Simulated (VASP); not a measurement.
A run of VASP 6.6.1:

Contents of POSCAR:

```
TiN
1.0
    0.0000000000      2.0733626414      2.0733626414
    2.0733626414      0.0000000000      2.0733626414
    2.0733626414      2.0733626414      0.0000000000
Ti N
1 1
Direct
    0.0000000000      0.0000000000      0.0000000000
    0.5000000000      0.5000000000      0.5000000000
```

Contents of INCAR.step1:

```
SYSTEM = TiN
  ALGO = Normal
  EDIFF = 1E-4
  ENCUT = 520
  GGA = PE
  ISMEAR = -1
  LASPH = .TRUE.
  LCHARG = .FALSE.
  LREAL = .FALSE.
  LWAVE = .TRUE.
  NBANDS = 16
  NELM = 80
  PREC = Accurate
  SIGMA = 0.1
```

The input INCAR.step2:

```
SYSTEM = TiN
  ALGO = Normal
  EDIFF = 1E-7
  ENCUT = 520
  ISIF = 2
  ISMEAR = -1
  ISTART = 1
  LASPH = .TRUE.
  LCHARG = .FALSE.
  LMIXTAU = .TRUE.
  LREAL = .FALSE.
  LWAVE = .FALSE.
  METAGGA = R2SCAN
  NBANDS = 16
  NELM = 80
  PREC = Accurate
  SIGMA = 0.1
```

Contents of KPOINTS:

```
k-points
0
G
  17 17 17
  0 0 0
```

Potentials or basis: VASP PAW PBE potentials, release 64 (Ti_sv, N).

Command:

```console
$ cat potpaw_PBE.64/Ti_sv/POTCAR potpaw_PBE.64/N/POTCAR > POTCAR
$ cp INCAR.step1 INCAR
$ mpirun -np 1 vasp_std > vasp.out
$ cp INCAR.step2 INCAR
$ mpirun -np 1 vasp_std > vasp.out
```

Hardware: 1 thread of Intel(R) Xeon(R) Platinum 8259CL CPU @ 2.50GHz (Skylake/Cascade Lake) (shared host).

Task: How long does it take, and how much memory?

Result: It took 3.2 min on 1 thread of Intel(R) Xeon(R) Platinum 8259CL CPU @ 2.50GHz (Skylake/Cascade Lake), on a shared host, peak memory 0.18 GiB. Counts: k points 165.
